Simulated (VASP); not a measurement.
Runs of VASP 6.6.1 on BP. The structure is that of space group F-43m (No. 216), or close to it. The cells are those of the table. 

```csv
cell,gap on the mesh (eV),pressure (GPa)
"a = 3.145, b = 3.145, c = 3.080 Å, angles 60.7, 60.7, 58.6°, 2 atoms",0.81,16.6
"a = 3.017, b = 3.017, c = 2.952 Å, angles 60.7, 60.7, 58.6°, 2 atoms",0.56,(b)
"a = 3.080 Å, angles 60.0°, 2 atoms",1.07,26.4
"a = 3.337 Å, angles 60.0°, 2 atoms",1.39,-14.6
"a = 2.952 Å, angles 60.0°, 2 atoms",0.78,66.5
"a = 3.402, b = 3.402, c = 3.337 Å, angles 60.6, 60.6, 58.7°, 2 atoms",1.17,-18.2
"a = 3.274, b = 3.274, c = 3.209 Å, angles 60.7, 60.7, 58.7°, 2 atoms",1.00,(a)
"a = 3.466 Å, angles 60.0°, 2 atoms",1.52,-23.5
```

Alike in all rows: task single point; level PBE; potentials or basis VASP PAW PBE potentials, release 64 (B, P); no spin polarisation; k mesh 10 × 10 × 10; cutoff (eV) 520; smearing gaussian 0.05 eV.

Problem. Estimate the missing entries.

Solution. (a) -5.1; (b) 51.2.

A k mesh can miss the band edges.
